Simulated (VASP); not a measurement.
A run of VASP 6.6.1 is set up as follows.

POSCAR

```
Mg2Si
1.0
    0.0000000000      3.1369585575      3.1369585575
    3.1369585575      0.0000000000      3.1369585575
    3.1369585575      3.1369585575      0.0000000000
Mg Si
2 1
Direct
    0.2500000000      0.2500000000      0.2500000000
    0.7500000000      0.7500000000      0.7500000000
    0.0000000000      0.0000000000      0.0000000000
```

INCAR.step1

```
SYSTEM = Mg2Si
PREC = Accurate
ENCUT = 660
ISMEAR = 0
SIGMA = 0.01
LREAL = .FALSE.
LASPH = .TRUE.
NELM = 120
NBANDS = 11
GGA = PE
ALGO = Normal
EDIFF = 1E-5
LWAVE = .TRUE.
LCHARG = .FALSE.
GGA_COMPAT = .FALSE.
```

INCAR.step2

```
SYSTEM = Mg2Si
PREC = Accurate
ENCUT = 660
EDIFF = 1E-6
ISMEAR = 0
SIGMA = 0.01
LREAL = .FALSE.
LASPH = .TRUE.
NELM = 120
ALGO = Normal
ISIF = 2
LWAVE = .FALSE.
LCHARG = .FALSE.
METAGGA = R2SCAN
LMIXTAU = .TRUE.
NBANDS = 11
ISTART = 1
GGA_COMPAT = .FALSE.
```

The input KPOINTS:

```
regular mesh
0
G
  6 6 6
  0 0 0
```

Potentials or basis: VASP PAW PBE potentials, release 64 (Mg, Si).

Command:

```sh
$ cat potpaw_PBE.64/Mg/POTCAR potpaw_PBE.64/Si/POTCAR > POTCAR
$ cp INCAR.step1 INCAR
$ mpirun -np 1 vasp_std > vasp.out
$ cp INCAR.step2 INCAR
$ mpirun -np 1 vasp_std > vasp.out
```

Task: What does it give for the pressure?

Result: 1.6 GPa.

Task: Predict the band gap on the k mesh.

Result: 0.41 eV (least direct gap 2.49 eV).

Caveat: the PAW data sets were made with another functional, which shifts forces and pressure a little. A k mesh can miss the band edges.
